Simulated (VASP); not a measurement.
The system is In.

```
CELL_PARAMETERS angstrom
2.04791 1.18236 3.79760
-2.04791 1.18236 3.79760
0.00000 -2.36472 3.79760
ATOMIC_POSITIONS crystal
In 0.22754 0.22754 0.22754
In 0.77246 0.77246 0.77246
```

```yaml
Program: VASP 6.6.1
Task: relaxation of cell and atoms
Functional: PBEsol
Potentials_or_basis: VASP PAW PBE potentials, release 64 (In_d)
Cutoff: 600 eV
k_mesh: 6 × 6 × 6
Occupations: gaussian, width 0.1 eV
Spin: no spin polarisation
```

At the start: pressure 4.0 GPa; volume 27.59 Å³/atom.

Problem. Where does the relaxation end?

Solution. Over 25 steps the energy falls by 292.5 meV/atom and the volume is 26.61 Å³/atom (-3.5 %); space group R-3m (No. 166, to 0.05 Å).

The path:
| step | energy change (eV) | largest force (eV/Å) | pressure (GPa) | volume (Å³) |
| --- | --- | --- | --- | --- |
| 1 | 0.0000 | 1.8114 | 3.97 | 55.17 |
| 2 | -0.2593 | 0.8771 | -1.79 | 60.81 |
| 3 | -0.2778 | 0.6650 | -3.19 | 63.24 |
| 4 | -0.4177 | 0.4160 | -2.22 | 59.48 |
| 5 | -0.4748 | 0.0080 | -0.38 | 55.92 |
| 6 | -0.4748 | 0.0290 | -0.31 | 55.78 |
| 7 | -0.4833 | 0.0169 | 0.01 | 55.19 |
| 8 | -0.5011 | 0.0081 | 0.46 | 54.14 |
| 9 | -0.5475 | 0.0772 | 1.78 | 51.93 |
| 10 | -0.4668 | 0.2836 | 6.39 | 47.19 |
| 11 | -0.5525 | 0.1345 | 2.75 | 50.65 |
| 12 | -0.5499 | 0.1616 | 3.28 | 50.02 |
| 13 | -0.5521 | 0.1457 | 2.97 | 50.40 |
| 14 | -0.5546 | 0.1485 | 2.84 | 50.38 |
| 15 | -0.5585 | 0.1545 | 2.85 | 50.35 |
| 16 | -0.5570 | 0.1634 | 2.77 | 50.25 |
| 17 | -0.5592 | 0.1593 | 2.83 | 50.31 |
| 18 | -0.5629 | 0.1514 | 2.58 | 50.51 |
| 19 | -0.5720 | 0.1286 | 1.90 | 51.14 |
| 20 | -0.5828 | 0.0871 | 0.68 | 52.41 |
| 21 | -0.5773 | 0.0189 | -1.32 | 55.01 |
| 22 | -0.5847 | 0.0603 | -0.09 | 53.31 |
| 23 | -0.5847 | 0.0624 | -0.04 | 53.25 |
| 24 | -0.5848 | 0.0548 | -0.04 | 53.25 |
| 25 | -0.5850 | 0.0336 | -0.02 | 53.22 |

Final structure:
```yaml
crystal:
  lattice:
    - [1.92268, 1.11006, 4.15609]
    - [-1.92268, 1.11006, 4.15609]
    - [0.00000, -2.22012, 4.15609]
  atoms:
    - { symbol: In, position: [0.24974, 0.24974, 0.24974] }
    - { symbol: In, position: [0.75026, 0.75026, 0.75026] }
```

Caveat: the PAW data sets were made with another functional, which shifts forces and pressure a little.
